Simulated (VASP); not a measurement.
# GaGe3 (Pm-3m) in VASP: a series of runs

GaGe3 is run at these levels: LDA, r2SCAN; tasks: single point.

Program: VASP 6.6.1. These are calculated values, not measurements. Logs are shortened: lines on timing, memory, paths and dates and some standing lists are left out, and cuts for length are marked.

### 1 The cell of the first run

The structure is cubic, space group Pm-3m (No. 221). The conventional cell has a = 4.362 Å, b = 4.362 Å, c = 4.362 Å, α = 90.00°, β = 90.00°, γ = 90.00°. Within 4.1 Å of Ge (site symmetry 4/mmm) lie 8 Ge at 3.08 Å and 4 Ga at 3.08 Å. Ga (site symmetry m-3m) has 12 Ge at 3.08 Å within 4.1 Å.

### 2 Single point, LDA

INCAR

```
SYSTEM = GaGe3
PREC = Accurate
ENCUT = 520
EDIFF = 1E-6
ISMEAR = -1
SIGMA = 0.05
LREAL = .FALSE.
LASPH = .TRUE.
NELM = 60
ALGO = Normal
ISIF = 2
LWAVE = .FALSE.
LCHARG = .FALSE.
GGA = CA
NBANDS = 36
```

KPOINTS

```
regular mesh
0
G
  6 6 6
  0 0 0
```

POSCAR

```
GaGe3
1.0
    4.3623787939      0.0000000000      0.0000000000
    0.0000000000      4.3623787939      0.0000000000
    0.0000000000      0.0000000000      4.3623787939
Ge Ga
3 1
Direct
    0.5000000000      0.5000000000      0.0000000000
    0.5000000000      0.0000000000      0.5000000000
    0.0000000000      0.5000000000      0.5000000000
    0.0000000000      0.0000000000      0.0000000000
```

Potentials or basis: VASP PAW LDA potentials, release 64 (Ge_d, Ga_d).

On the command line:

```
$ cat potpaw_LDA.64/Ge_d/POTCAR potpaw_LDA.64/Ga_d/POTCAR > POTCAR
$ mpirun -np 1 vasp_std > vasp.out
```

OUTCAR:

```text
SYSTEM = GaGe3
   PREC = Accurate
   ENCUT = 520
   EDIFF = 1E-6
   ISMEAR = -1
   LREAL = .FALSE.
   LASPH = .TRUE.
   NELM = 60
   ISIF = 2
   GGA = CA

 ion  position               nearest neighbor table
   1  0.500  0.500  0.000-
   2  0.500  0.000  0.500-
   3  0.000  0.500  0.500-
   4  0.000  0.000  0.000-

  LATTYP: Found a simple cubic cell.
 ALAT       =     4.3623787939

  Lattice vectors:

 A1 = (   4.3623787939,   0.0000000000,   0.0000000000)
 A2 = (   0.0000000000,   4.3623787939,   0.0000000000)
 A3 = (   0.0000000000,   0.0000000000,   4.3623787939)

Analysis of symmetry for initial positions (statically):
=====================================================================
 Subroutine PRICEL returns:
 Original cell was already a primitive cell.

 Routine SETGRP: Setting up the symmetry group for a
 simple cubic supercell.

 Subroutine GETGRP returns: Found 48 space group operations
 (whereof 48 operations were pure point group operations)
 out of a pool of 48 trial point group operations.

The static configuration has the point symmetry O_h .

Analysis of symmetry for dynamics (positions and initial velocities):
=====================================================================
 Subroutine PRICEL returns:
 Original cell was already a primitive cell.

 Routine SETGRP: Setting up the symmetry group for a
 simple cubic supercell.

 Subroutine GETGRP returns: Found 48 space group operations
 (whereof 48 operations were pure point group operations)
 out of a pool of 48 trial point group operations.

The dynamic configuration has the point symmetry O_h .

 Subroutine INISYM returns: Found 48 space group operations
 (whereof 48 operations are pure point group operations),
 and found     1 'primitive' translations

----------------------------------------------------------------------------------------

                                     Primitive cell

  volume of cell :      83.0176

  direct lattice vectors                    reciprocal lattice vectors
     4.362378794  0.000000000  0.000000000     0.229232730  0.000000000  0.000000000
     0.000000000  4.362378794  0.000000000     0.000000000  0.229232730  0.000000000
     0.000000000  0.000000000  4.362378794     0.000000000  0.000000000  0.229232730

  length of vectors
     4.362378794  4.362378794  4.362378794     0.229232730  0.229232730  0.229232730

  position of ions in fractional coordinates (direct lattice)
     0.500000000  0.500000000  0.000000000
     0.500000000  0.000000000  0.500000000
     0.000000000  0.500000000  0.500000000
     0.000000000  0.000000000  0.000000000

  ion indices of the primitive-cell ions
   primitive index   ion index
                 1           1
                 2           2
                 3           3
                 4           4

----------------------------------------------------------------------------------------

 KPOINTS: regular mesh

Automatic generation of k-mesh.
 Grid dimensions read from file:
 generate k-points for:    6    6    6

 Generating k-lattice:

  Cartesian coordinates                     Fractional coordinates (reciprocal lattice)
     0.038205455  0.000000000  0.000000000     0.166666667  0.000000000  0.000000000
     0.000000000  0.038205455  0.000000000     0.000000000  0.166666667  0.000000000
     0.000000000  0.000000000  0.038205455     0.000000000  0.000000000  0.166666667

  Length of vectors
     0.038205455  0.038205455  0.038205455

  Shift w.r.t. Gamma in fractional coordinates (k-lattice)
     0.000000000  0.000000000  0.000000000

 Subroutine IBZKPT returns following result:
 ===========================================

 Found     20 irreducible k-points:

 Following reciprocal coordinates:
            Coordinates               Weight
  0.000000  0.000000  0.000000      1.000000
  0.166667  0.000000  0.000000      6.000000
  0.333333  0.000000  0.000000      6.000000
  0.500000  0.000000  0.000000      3.000000
  0.166667  0.166667  0.000000     12.000000
  0.333333  0.166667  0.000000     24.000000
[... 12 lines left out ...]
  0.500000  0.500000  0.333333      6.000000
  0.500000  0.500000  0.500000      1.000000
   k-points           NKPTS =     20   k-points in BZ     NKDIM =     20   number of bands    NBANDS=     36
   number of dos      NEDOS =    301   number of ions     NIONS =      4
   total plane-waves  NPLWV =  32768
   dimension x,y,z NGX =    32 NGY =   32 NGZ =   32
   dimension x,y,z NGXF=    64 NGYF=   64 NGZF=   64
   ions per type =               3   1
   NGX,Y,Z   is equivalent  to a cutoff of  12.19, 12.19, 12.19 a.u.
   NGXF,Y,Z  is equivalent  to a cutoff of  24.39, 24.39, 24.39 a.u.
 SYSTEM =  GaGe3
   PREC   = accura    normal or accurate (medium, high low for compatibility)
   ISTART =      0    job   : 0-new  1-cont  2-samecut
   ICHARG =      2    charge: 1-file 2-atom 10-const
   ISPIN  =      1    spin polarized calculation?
   LNONCOLLINEAR =      F non collinear calculations
   LSORBIT =      F    spin-orbit coupling
   LASPH  =      T    aspherical Exc in radial PAW
   ENCUT  =  520.0 eV  38.22 Ry    6.18 a.u.   8.11  8.11  8.11*2*pi/ulx,y,z
   NELM   =     60;   NELMIN=  2; NELMDL= -5     # of ELM steps
   EDIFF  = 0.1E-05   stopping-criterion for ELM
   LREAL  =      F    real-space projection
   EDIFFG = 0.1E-04   stopping-criterion for IOM
   NSW    =      0    number of steps for IOM
   IBRION =     -1    ionic relax: 0-MD 1-quasi-New 2-CG
   NFREE  =      0    steps in history (QN), initial steepest desc. (CG)
   ISIF   =      2    stress and relaxation
   ISYM   =      2    0-nonsym 1-usesym 2-fastsym
   POTIM  = 0.5000    time-step for ionic-motion
   TEBEG  =    0.0;   TEEND  =   0.0 temperature during run
   PSTRESS=    0.0 pullay stress
   NELECT =      55.0000    total number of electrons
   NUPDOWN=      -1.0000    fix difference up-down
   EMIN   =  10.00;   EMAX   =-10.00  energy-range for DOS
   EFERMI =   0.00;   METHOD = LEGACY
   ISMEAR =    -1;   SIGMA  =   0.05  broadening in eV -4-tet -1-fermi 0-gaus
   EFERMI_NEDOS =   21; number of points for ismear=-14 and -15
   IALGO  =     38    algorithm
   IMIX   =      4    mixing-type and parameters
     AMIX     =   0.40;   BMIX     =  1.00
     AMIX_MAG =   1.60;   BMIX_MAG =  1.00
  volume/ion in A,a.u.               =      20.75       140.06
  Fermi-wavevector in a.u.,A,eV,Ry     =   1.427159  2.696939 27.712112  2.036783
  Thomas-Fermi vector in A             =   2.547359
   LORBIT       =      0    0 simple, 1 ext, 2 COOP (PROOUT), +10 PAW based schemes
   GGA     = CA    functional components
   LHFCALC =     F    Hartree Fock is set to
   AEXX    =    0.0000 exact exchange contribution
   IVDW    =     0    specifies the selected vdW correction
   LEPSILON=     F    determine dielectric tensor
   LRPA    =     F    only Hartree local field effects (RPA)
 non-spin polarized calculation
  energy-cutoff  :      520.00
  volume of cell :       83.02
 maximum number of plane-waves:      2272
   NGX = 17   NGY = 17   NGZ = 17

 number of electron      54.9999997 magnetization

 Free energy of the ion-electron system (eV)
  ---------------------------------------------------
  ext. energy  EPLUGINS =         0.00000000
  ---------------------------------------------------
  free energy    TOTEN  =       -17.87841201 eV

  energy without entropy =      -17.85700891  energy(sigma->0) =      -17.86771046

 E-fermi :   5.2819     XC(G=0): -11.0382

 val. band max:        5.2747249996   @ k =   0.3333   0.3333   0.0000
 cond. band min:       5.3097282957   @ k =   0.5000   0.1667   0.1667
 fundamental gap:      0.0350032961
 Fermi energy:         5.2818640043

 k-point     1 :       0.0000    0.0000    0.0000
  band No.  band energies     occupation
      1     -19.5640      2.00000
      2     -19.5640      2.00000
      3     -19.5640      2.00000
      4     -19.5535      2.00000
      5     -19.5289      2.00000
      6     -19.5289      2.00000
[... 28 lines left out ...]
     35      11.7953      0.00000
     36      12.0702      0.00000

 k-point     2 :       0.1667    0.0000    0.0000
  band No.  band energies     occupation
      1     -19.5631      2.00000
      2     -19.5574      2.00000
      3     -19.5574      2.00000
      4     -19.5494      2.00000
      5     -19.5284      2.00000
      6     -19.5252      2.00000
[... 28 lines left out ...]
     35      12.5201      0.00000
     36      13.1540      0.00000

 k-point     3 :       0.3333    0.0000    0.0000
  band No.  band energies     occupation
      1     -19.5611      2.00000
      2     -19.5395      2.00000
      3     -19.5395      2.00000
      4     -19.5392      2.00000
      5     -19.5272      2.00000
      6     -19.5159      2.00000
[... 28 lines left out ...]
     35      11.7522      0.00000
     36      11.7522      0.00000

 k-point     4 :       0.5000    0.0000    0.0000
  band No.  band energies     occupation
      1     -19.5601      2.00000
      2     -19.5323      2.00000
      3     -19.5254      2.00000
      4     -19.5202      2.00000
      5     -19.5202      2.00000
      6     -19.5101      2.00000
[... 28 lines left out ...]
     35      10.7821      0.00000
     36      10.7821      0.00000

 k-point     5 :       0.1667    0.1667    0.0000
  band No.  band energies     occupation
      1     -19.5582      2.00000
      2     -19.5548      2.00000
      3     -19.5537      2.00000
      4     -19.5446      2.00000
      5     -19.5265      2.00000
      6     -19.5226      2.00000
[... 499 lines left out ...]
 k-point    18 :       0.5000    0.3333    0.3333
  band No.  band energies     occupation
      1     -19.5398      2.00000
      2     -19.5350      2.00000
      3     -19.5341      2.00000
      4     -19.5331      2.00000
      5     -19.5310      2.00000
      6     -19.5304      2.00000
[... 28 lines left out ...]
     35      12.0165      0.00000
     36      12.3833      0.00000

 k-point    19 :       0.5000    0.5000    0.3333
  band No.  band energies     occupation
      1     -19.5367      2.00000
      2     -19.5367      2.00000
      3     -19.5350      2.00000
      4     -19.5343      2.00000
      5     -19.5326      2.00000
      6     -19.5326      2.00000
[... 28 lines left out ...]
     35      12.8323      0.00000
     36      12.8323      0.00000

 k-point    20 :       0.5000    0.5000    0.5000
  band No.  band energies     occupation
      1     -19.5375      2.00000
      2     -19.5375      2.00000
      3     -19.5375      2.00000
      4     -19.5370      2.00000
      5     -19.5357      2.00000
      6     -19.5357      2.00000
[... 28 lines left out ...]
     35      13.2611      0.00000
     36      13.2611      0.00000

------------------------ aborting loop because EDIFF is reached ----------------------------------------

  FORCE on cell =-STRESS in cart. coord.  units (eV):
  Direction    XX          YY          ZZ          XY          YZ          ZX
  --------------------------------------------------------------------------------------
  -------------------------------------------------------------------------------------
  Total       -3.7374529     -3.7374529     -3.7374529     -0.0000000     -0.0000000     -0.0000000
  in kB      -72.1300434    -72.1300434    -72.1300434     -0.0000000     -0.0000000     -0.0000000
  external PRESSURE =     -72.1300434 kB  Pullay stress =       0.0000000 kB

 VOLUME and BASIS-vectors are now :
 -----------------------------------------------------------------------------
  energy-cutoff  :      520.00
  volume of cell :       83.02
      direct lattice vectors                 reciprocal lattice vectors
     4.362378794  0.000000000  0.000000000     0.229232730  0.000000000  0.000000000
     0.000000000  4.362378794  0.000000000     0.000000000  0.229232730  0.000000000
     0.000000000  0.000000000  4.362378794     0.000000000  0.000000000  0.229232730

 POSITION                                       TOTAL-FORCE (eV/Angst)
 -----------------------------------------------------------------------------------
      2.18119      2.18119      0.00000         0.000000      0.000000      0.000000
      2.18119      0.00000      2.18119         0.000000      0.000000      0.000000
      0.00000      2.18119      2.18119         0.000000      0.000000      0.000000
      0.00000      0.00000      0.00000         0.000000      0.000000      0.000000
 -----------------------------------------------------------------------------------
    total drift:                                0.000000     -0.000000     -0.000000

  FREE ENERGIE OF THE ION-ELECTRON SYSTEM (eV)
  ---------------------------------------------------
  free  energy   TOTEN  =       -17.8784120108 eV

  energy  without entropy=      -17.8570089093  energy(sigma->0) =      -17.86771046
```

Run time: 47 s. Hardware: 1 thread of Intel Xeon Platinum 8259CL at 2.50GHz (Skylake/Cascade Lake), shared host; peak memory 0.18 GiB.

What came out:

- Free energy: -17.8784 eV
- Pressure: -7.2 GPa

### 3 Single point, r2SCAN

This run uses another cell than the first one, of 19.58 Å³/atom, 0.943 times its volume.

POSCAR

```
GaGe3
1.0
    4.2784660000      0.0000000000      0.0000000000
    0.0000000000      4.2784660000      0.0000000000
    0.0000000000      0.0000000000      4.2784660000
Ge Ga
3 1
Direct
    0.5000000000      0.5000000000      0.0000000000
    0.5000000000      0.0000000000      0.5000000000
    0.0000000000      0.5000000000      0.5000000000
    0.0000000000      0.0000000000      0.0000000000
```

INCAR.step1

```
PREC = Accurate
ENCUT = 520
ISMEAR = -1
SIGMA = 0.05
LREAL = F
LASPH = T
NELM = 80
NBANDS = 36
GGA = PE
ALGO = Normal
EDIFF = 1E-4
LWAVE = T
LCHARG = F
```

INCAR.step2

```
PREC = Accurate
ENCUT = 520
EDIFF = 1E-6
ISMEAR = -1
SIGMA = 0.05
LREAL = F
LASPH = T
NELM = 80
ALGO = Normal
ISIF = 2
LWAVE = F
LCHARG = T
METAGGA = R2SCAN
LMIXTAU = T
LELF = T
LVHAR = T
NBANDS = 36
ISTART = 1
```

KPOINTS

```
Automatic mesh
0
Gamma
  6 6 6
```

Potentials or basis: VASP PAW PBE potentials, release 64 (Ge_d, Ga_d).

On the command line:

```
$ cat potpaw_PBE.64/Ge_d/POTCAR potpaw_PBE.64/Ga_d/POTCAR > POTCAR
$ cp INCAR.step1 INCAR
$ mpirun -np 1 vasp_std > vasp.out
$ cp INCAR.step2 INCAR
$ mpirun -np 1 vasp_std > vasp.out
```

OUTCAR:

```text
PREC = Accurate
   ENCUT = 520
   EDIFF = 1E-6
   ISMEAR = -1
   LREAL = F
   LASPH = T
   NELM = 80
   ISIF = 2
   METAGGA = R2SCAN
   ISTART = 1

 ion  position               nearest neighbor table
   1  0.500  0.500  0.000-
   2  0.500  0.000  0.500-
   3  0.000  0.500  0.500-
   4  0.000  0.000  0.000-

  LATTYP: Found a simple cubic cell.
 ALAT       =     4.2784660000

[... 967 lines left out ...]

  FORCE on cell =-STRESS in cart. coord.  units (eV):
  Direction    XX          YY          ZZ          XY          YZ          ZX
  --------------------------------------------------------------------------------------
  -------------------------------------------------------------------------------------
  Total       -1.1574971     -1.1574971     -1.1574971      0.0000000      0.0000000     -0.0000000
  in kB      -23.6791578    -23.6791578    -23.6791578      0.0000000      0.0000000     -0.0000000
  external PRESSURE =     -23.6791578 kB  Pullay stress =       0.0000000 kB

 VOLUME and BASIS-vectors are now :
 -----------------------------------------------------------------------------
  energy-cutoff  :      520.00
  volume of cell :       78.32
      direct lattice vectors                 reciprocal lattice vectors
     4.278466000  0.000000000  0.000000000     0.233728631  0.000000000  0.000000000
     0.000000000  4.278466000  0.000000000     0.000000000  0.233728631  0.000000000
     0.000000000  0.000000000  4.278466000     0.000000000  0.000000000  0.233728631

 POSITION                                       TOTAL-FORCE (eV/Angst)
 -----------------------------------------------------------------------------------
      2.13923      2.13923      0.00000         0.000000      0.000000      0.000000
      2.13923      0.00000      2.13923         0.000000      0.000000      0.000000
      0.00000      2.13923      2.13923         0.000000      0.000000      0.000000
      0.00000      0.00000      0.00000         0.000000      0.000000      0.000000
 -----------------------------------------------------------------------------------
    total drift:                                0.000000     -0.000000     -0.000000

  FREE ENERGIE OF THE ION-ELECTRON SYSTEM (eV)
  ---------------------------------------------------
  free  energy   TOTEN  =       -51.1192457203 eV

  energy  without entropy=      -51.0942807365  energy(sigma->0) =      -51.10676323
```

OUTCAR.step1:

```text
PREC = Accurate
   ENCUT = 520
   ISMEAR = -1
   LREAL = F
   LASPH = T
[... 1000 lines left out ...]
      2.13923      2.13923      0.00000         0.000000      0.000000      0.000000
      2.13923      0.00000      2.13923         0.000000      0.000000      0.000000
      0.00000      2.13923      2.13923         0.000000      0.000000      0.000000
      0.00000      0.00000      0.00000         0.000000      0.000000      0.000000
 -----------------------------------------------------------------------------------
    total drift:                                0.000000     -0.000000     -0.000000

  FREE ENERGIE OF THE ION-ELECTRON SYSTEM (eV)
  ---------------------------------------------------
  free  energy   TOTEN  =       -15.4153748445 eV

  energy  without entropy=      -15.3925746072  energy(sigma->0) =      -15.40397473
```

Run time: 2.1 min. Hardware: 1 thread of Intel Xeon Platinum 8259CL at 2.50GHz (Skylake/Cascade Lake), shared host; peak memory 0.21 GiB.

What came out:

| Property | Result |
| --- | --- |
| Free energy | -51.1192 eV |
| Pressure | -2.4 GPa |

Levels at points of the mesh, in eV from the Fermi level:
```
           k point  band 25  band 26  band 27  band 28  band 29  band 30  band 31  band 32
(0.00, 0.00, 0.00)    -4.10    -4.10    -3.34     2.69     2.69     2.69     3.70     3.70
(0.50, 0.00, 0.00)    -2.12    -2.12    -1.48    -1.48     0.02     0.34     4.68     4.89
(0.50, 0.50, 0.00)    -0.68    -0.10    -0.10    -0.02     0.16     0.16     0.78     1.62
(0.50, 0.50, 0.50)    -5.44    -5.18    -5.18    -5.18     6.96     6.96     7.01     7.01
```

Caveat: the PAW data sets were made with another functional, which shifts forces and pressure a little.
